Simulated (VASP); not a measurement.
Input of a VASP 6.6.1 run:

INCAR

```
SYSTEM = H
PREC = Accurate
ENCUT = 520
EDIFF = 1E-6
ISMEAR = 0
SIGMA = 0.05
LREAL = .False.
LASPH = .True.
NELM = 80
ALGO = Normal
ISIF = 2
LWAVE = .False.
LCHARG = .True.
GGA = PE
IVDW = 12
LELF = .True.
LVHAR = .True.
NBANDS = 6
```

KPOINTS

```
regular mesh
0
Gamma
  10 10 26
  0 0 0
```

Contents of POSCAR:

```
H
1.0
    2.5171568020      0.0000000000      0.0000000000
    0.0000000000      2.5171568020      0.0000000000
    0.0000000000      0.0000000000      0.9804929200
H
1
Direct
    0.0000000000      0.0000000000      0.5000000000
```

Potentials or basis: VASP PAW PBE potentials, release 64 (H).

Command:

```sh
$ cat potpaw_PBE.64/H/POTCAR > POTCAR
$ mpirun -np 1 vasp_std > vasp.out
```

**Question.** Estimate the pressure.

**Answer.** 1.6 GPa.

**Question.** What does it give for the dispersion energy per atom?

**Answer.** -0.081 eV.

Stress tensor (GPa, compression positive):
```
1.22 0.00 0.00
0.00 1.22 0.00
0.00 0.00 2.43
```

Caveat: the cell differs from its parent crystal (strain -0.050 along x and y, +0.000 along z); pairwise dispersion overbinds metals, which lowers pressure and volume.
